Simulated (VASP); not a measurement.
# LaMg (Pm-3m) in VASP: further runs

LaMg is run at these levels: LDA; tasks: single point.

Everything below comes from runs of VASP 6.6.1. Logs are shortened: lines on timing, memory, paths and dates and some standing lists are left out, and cuts for length are marked.

### Step 1. The cell of the first run

Symmetry: Pm-3m, No. 221, cubic system. Conventional cell: a = 3.842 Å, b = 3.842 Å, c = 3.842 Å, α = 90.00°, β = 90.00°, γ = 90.00°. La (site symmetry m-3m) has 8 Mg at 3.33 Å and 6 La at 3.84 Å within 4.4 Å. Within 4.4 Å of Mg (site symmetry m-3m) lie 8 La at 3.33 Å and 6 Mg at 3.84 Å.

### Step 2. Single point, LDA

The input, INCAR:

```
  PREC = Accurate
  ENCUT = 520
  EDIFF = 1E-6
  ISMEAR = 0
  SIGMA = 0.1
  LREAL = F
  LASPH = T
  NELM = 100
  ALGO = Normal
  ISIF = 2
  LWAVE = F
  LCHARG = F
  GGA = CA
  NBANDS = 14
```

The input, KPOINTS:

```
Automatic mesh
0
Gamma
  5 5 5
```

The input, POSCAR:

```
LaMg
1.0
    3.8422815772      0.0000000000      0.0000000000
    0.0000000000      3.8422815772      0.0000000000
    0.0000000000      0.0000000000      3.8422815772
La Mg
1 1
Direct
    0.0000000000      0.0000000000      0.0000000000
    0.5000000000      0.5000000000      0.5000000000
```

Potentials or basis: VASP PAW LDA potentials, release 64 (La, Mg).

Launch:

```console
$ cat potpaw_LDA.64/La/POTCAR potpaw_LDA.64/Mg/POTCAR > POTCAR
$ mpirun -np 1 vasp_std > vasp.out
```

OUTCAR:

```text
PREC = Accurate
   ENCUT = 520
   EDIFF = 1E-6
   ISMEAR = 0
   LREAL = F
   LASPH = T
   NELM = 100
   ISIF = 2
   GGA = CA

 ion  position               nearest neighbor table
   1  0.000  0.000  0.000-   2 3.33   2 3.33   2 3.33   2 3.33   2 3.33   2 3.33   2 3.33   2 3.33

   2  0.500  0.500  0.500-   1 3.33   1 3.33   1 3.33   1 3.33   1 3.33   1 3.33   1 3.33   1 3.33

  LATTYP: Found a simple cubic cell.
 ALAT       =     3.8422815772

  Lattice vectors:

 A1 = (   3.8422815772,   0.0000000000,   0.0000000000)
 A2 = (   0.0000000000,   3.8422815772,   0.0000000000)
 A3 = (   0.0000000000,   0.0000000000,   3.8422815772)

Analysis of symmetry for initial positions (statically):
=====================================================================
 Subroutine PRICEL returns:
 Original cell was already a primitive cell.

 Routine SETGRP: Setting up the symmetry group for a
 simple cubic supercell.

 Subroutine GETGRP returns: Found 48 space group operations
 (whereof 48 operations were pure point group operations)
 out of a pool of 48 trial point group operations.

The static configuration has the point symmetry O_h .

Analysis of symmetry for dynamics (positions and initial velocities):
=====================================================================
 Subroutine PRICEL returns:
 Original cell was already a primitive cell.

 Routine SETGRP: Setting up the symmetry group for a
 simple cubic supercell.

 Subroutine GETGRP returns: Found 48 space group operations
 (whereof 48 operations were pure point group operations)
 out of a pool of 48 trial point group operations.

The dynamic configuration has the point symmetry O_h .

 Subroutine INISYM returns: Found 48 space group operations
 (whereof 48 operations are pure point group operations),
 and found     1 'primitive' translations

----------------------------------------------------------------------------------------

                                     Primitive cell

  volume of cell :      56.7241

  direct lattice vectors                    reciprocal lattice vectors
     3.842281577  0.000000000  0.000000000     0.260262029  0.000000000  0.000000000
     0.000000000  3.842281577  0.000000000     0.000000000  0.260262029  0.000000000
     0.000000000  0.000000000  3.842281577     0.000000000  0.000000000  0.260262029

  length of vectors
     3.842281577  3.842281577  3.842281577     0.260262029  0.260262029  0.260262029

  position of ions in fractional coordinates (direct lattice)
     0.000000000  0.000000000  0.000000000
     0.500000000  0.500000000  0.500000000

  ion indices of the primitive-cell ions
   primitive index   ion index
                 1           1
                 2           2

----------------------------------------------------------------------------------------

 KPOINTS: Automatic mesh

Automatic generation of k-mesh.
 Grid dimensions read from file:
 generate k-points for:    5    5    5

 Generating k-lattice:

  Cartesian coordinates                     Fractional coordinates (reciprocal lattice)
     0.052052406  0.000000000  0.000000000     0.200000000  0.000000000  0.000000000
     0.000000000  0.052052406  0.000000000     0.000000000  0.200000000  0.000000000
     0.000000000  0.000000000  0.052052406     0.000000000  0.000000000  0.200000000

  Length of vectors
     0.052052406  0.052052406  0.052052406

  Shift w.r.t. Gamma in fractional coordinates (k-lattice)
     0.000000000  0.000000000  0.000000000

 Subroutine IBZKPT returns following result:
 ===========================================

 Found     10 irreducible k-points:

 Following reciprocal coordinates:
            Coordinates               Weight
  0.000000  0.000000  0.000000      1.000000
  0.200000  0.000000  0.000000      6.000000
  0.400000  0.000000  0.000000      6.000000
  0.200000  0.200000  0.000000     12.000000
  0.400000  0.200000  0.000000     24.000000
  0.400000  0.400000  0.000000     12.000000
  0.200000  0.200000  0.200000      8.000000
  0.400000  0.200000  0.200000     24.000000
  0.400000  0.400000  0.200000     24.000000
  0.400000  0.400000  0.400000      8.000000
   k-points           NKPTS =     10   k-points in BZ     NKDIM =     10   number of bands    NBANDS=     14
   number of dos      NEDOS =    301   number of ions     NIONS =      2
   total plane-waves  NPLWV =  27000
   dimension x,y,z NGX =    30 NGY =   30 NGZ =   30
   dimension x,y,z NGXF=    60 NGYF=   60 NGZF=   60
   ions per type =               1   1
   NGX,Y,Z   is equivalent  to a cutoff of  12.98, 12.98, 12.98 a.u.
   NGXF,Y,Z  is equivalent  to a cutoff of  25.96, 25.96, 25.96 a.u.
 SYSTEM =  unknown system
   PREC   = accura    normal or accurate (medium, high low for compatibility)
   ISTART =      0    job   : 0-new  1-cont  2-samecut
   ICHARG =      2    charge: 1-file 2-atom 10-const
   ISPIN  =      1    spin polarized calculation?
   LNONCOLLINEAR =      F non collinear calculations
   LSORBIT =      F    spin-orbit coupling
   LASPH  =      T    aspherical Exc in radial PAW
   ENCUT  =  520.0 eV  38.22 Ry    6.18 a.u.   7.14  7.14  7.14*2*pi/ulx,y,z
   NELM   =    100;   NELMIN=  2; NELMDL= -5     # of ELM steps
   EDIFF  = 0.1E-05   stopping-criterion for ELM
   LREAL  =      F    real-space projection
   EDIFFG = 0.1E-04   stopping-criterion for IOM
   NSW    =      0    number of steps for IOM
   IBRION =     -1    ionic relax: 0-MD 1-quasi-New 2-CG
   NFREE  =      0    steps in history (QN), initial steepest desc. (CG)
   ISIF   =      2    stress and relaxation
   ISYM   =      2    0-nonsym 1-usesym 2-fastsym
   POTIM  = 0.5000    time-step for ionic-motion
   TEBEG  =    0.0;   TEEND  =   0.0 temperature during run
   PSTRESS=    0.0 pullay stress
   NELECT =      13.0000    total number of electrons
   NUPDOWN=      -1.0000    fix difference up-down
   EMIN   =  10.00;   EMAX   =-10.00  energy-range for DOS
   EFERMI =   0.00;   METHOD = LEGACY
   ISMEAR =     0;   SIGMA  =   0.10  broadening in eV -4-tet -1-fermi 0-gaus
   EFERMI_NEDOS =   21; number of points for ismear=-14 and -15
   IALGO  =     38    algorithm
   IMIX   =      4    mixing-type and parameters
     AMIX     =   0.40;   BMIX     =  1.00
     AMIX_MAG =   1.60;   BMIX_MAG =  1.00
  volume/ion in A,a.u.               =      28.36       191.40
  Fermi-wavevector in a.u.,A,eV,Ry     =   1.001844  1.893211 13.656050  1.003691
  Thomas-Fermi vector in A             =   2.134293
   LORBIT       =      0    0 simple, 1 ext, 2 COOP (PROOUT), +10 PAW based schemes
   GGA     = CA    functional components
   LHFCALC =     F    Hartree Fock is set to
   AEXX    =    0.0000 exact exchange contribution
   IVDW    =     0    specifies the selected vdW correction
   LEPSILON=     F    determine dielectric tensor
   LRPA    =     F    only Hartree local field effects (RPA)
 non-spin polarized calculation
 Gauss-broadening in eV      SIGMA  =   0.10
  energy-cutoff  :      520.00
  volume of cell :       56.72
 maximum number of plane-waves:      1551
 NGX is ok and might be reduce to    30
   NGX = 15   NGY = 15   NGZ = 15

 number of electron      13.0000000 magnetization

 Free energy of the ion-electron system (eV)
  ---------------------------------------------------
  ext. energy  EPLUGINS =         0.00000000
  ---------------------------------------------------
  free energy    TOTEN  =        -7.62439120 eV

  energy without entropy =       -7.61278110  energy(sigma->0) =       -7.61858615

 E-fermi :   5.9057     XC(G=0):  -9.5746

 val. band max:        5.7242133292   @ k =   0.4000   0.2000   0.2000
 cond. band min:       5.9510698950   @ k =   0.2000   0.2000   0.2000
 fundamental gap:      0.2268565658
 Fermi energy:         5.9056907062

 k-point     1 :       0.0000    0.0000    0.0000
  band No.  band energies     occupation
      1     -26.6346      2.00000
      2     -10.1032      2.00000
      3     -10.1032      2.00000
      4     -10.1032      2.00000
      5       1.0889      2.00000
      6       5.2782      2.00000
      7       5.2782      2.00000
      8       7.6749      0.00000
      9       7.6749      0.00000
     10       7.6749      0.00000
     11       7.7439      0.00000
     12       7.7439      0.00000
     13       7.7439      0.00000
     14       7.9564      0.00000

 k-point     2 :       0.2000    0.0000    0.0000
  band No.  band energies     occupation
      1     -26.6166      2.00000
      2     -10.3518      2.00000
      3     -10.0808      2.00000
      4     -10.0808      2.00000
      5       1.6682      2.00000
      6       5.5055      2.00000
      7       5.5499      2.00000
      8       7.4749      0.00000
      9       7.6388      0.00000
     10       7.6388      0.00000
     11       7.6581      0.00000
     12       7.7490      0.00000
     13       7.7490      0.00000
     14       7.9206      0.00000

 k-point     3 :       0.4000    0.0000    0.0000
  band No.  band energies     occupation
      1     -26.5872      2.00000
      2     -10.7229      2.00000
      3     -10.0442      2.00000
      4     -10.0442      2.00000
      5       3.0345      2.00000
      6       4.7635      2.00000
      7       6.0026      0.17074
      8       7.4094      0.00000
      9       7.4101      0.00000
     10       7.4101      0.00000
     11       7.5893      0.00000
     12       7.7604      0.00000
     13       7.7604      0.00000
     14       7.8690      0.00000
[... 86 lines left out ...]
 k-point     9 :       0.4000    0.4000    0.2000
  band No.  band energies     occupation
      1     -26.5246      2.00000
      2     -10.5951      2.00000
      3     -10.5860      2.00000
      4     -10.2056      2.00000
      5       3.4023      2.00000
      6       5.2807      2.00000
      7       5.5831      1.99999
      8       6.8928      0.00000
      9       7.5252      0.00000
     10       7.6741      0.00000
     11       7.6813      0.00000
     12       7.9424      0.00000
     13       7.9836      0.00000
     14       8.0630      0.00000

 k-point    10 :       0.4000    0.4000    0.4000
  band No.  band energies     occupation
      1     -26.4970      2.00000
      2     -10.5445      2.00000
      3     -10.5341      2.00000
      4     -10.5341      2.00000
      5       3.9438      2.00000
      6       4.5894      2.00000
      7       4.5894      2.00000
      8       6.9477      0.00000
      9       7.7138      0.00000
     10       7.7185      0.00000
     11       7.7185      0.00000
     12       7.9733      0.00000
     13       8.0092      0.00000
     14       8.0092      0.00000

------------------------ aborting loop because EDIFF is reached ----------------------------------------

  FORCE on cell =-STRESS in cart. coord.  units (eV):
  Direction    XX          YY          ZZ          XY          YZ          ZX
  --------------------------------------------------------------------------------------
  -------------------------------------------------------------------------------------
  Total        0.0456679      0.0456679      0.0456679     -0.0000000     -0.0000000      0.0000000
  in kB        1.2898953      1.2898953      1.2898953     -0.0000000     -0.0000000      0.0000000
  external PRESSURE =       1.2898953 kB  Pullay stress =       0.0000000 kB

 VOLUME and BASIS-vectors are now :
 -----------------------------------------------------------------------------
  energy-cutoff  :      520.00
  volume of cell :       56.72
      direct lattice vectors                 reciprocal lattice vectors
     3.842281577  0.000000000  0.000000000     0.260262029  0.000000000  0.000000000
     0.000000000  3.842281577  0.000000000     0.000000000  0.260262029  0.000000000
     0.000000000  0.000000000  3.842281577     0.000000000  0.000000000  0.260262029

 POSITION                                       TOTAL-FORCE (eV/Angst)
 -----------------------------------------------------------------------------------
      0.00000      0.00000      0.00000         0.000000      0.000000      0.000000
      1.92114      1.92114      1.92114         0.000000      0.000000      0.000000
 -----------------------------------------------------------------------------------
    total drift:                               -0.000000     -0.000000     -0.000000

  FREE ENERGIE OF THE ION-ELECTRON SYSTEM (eV)
  ---------------------------------------------------
  free  energy   TOTEN  =        -7.6243912002 eV

  energy  without entropy=       -7.6127810993  energy(sigma->0) =       -7.61858615
```

Run time: 7.1 s. Hardware: 1 thread of AMD EPYC 7R13 (Zen 3), shared host; peak memory 0.12 GiB.

What came out:

```yaml
Free_energy: -7.6244 eV
Pressure: 0.1 GPa
```

Levels at points of the mesh, in eV from the Fermi level:
```
           k point  band 3  band 4  band 5  band 6  band 7  band 8  band 9  band 10
(0.00, 0.00, 0.00)  -16.01  -16.01   -4.82   -0.63   -0.63    1.77    1.77     1.77
```

Caveat: spin-orbit coupling is left out, which moves the levels of the heavy elements.

(Continued in part 2 of 2.)
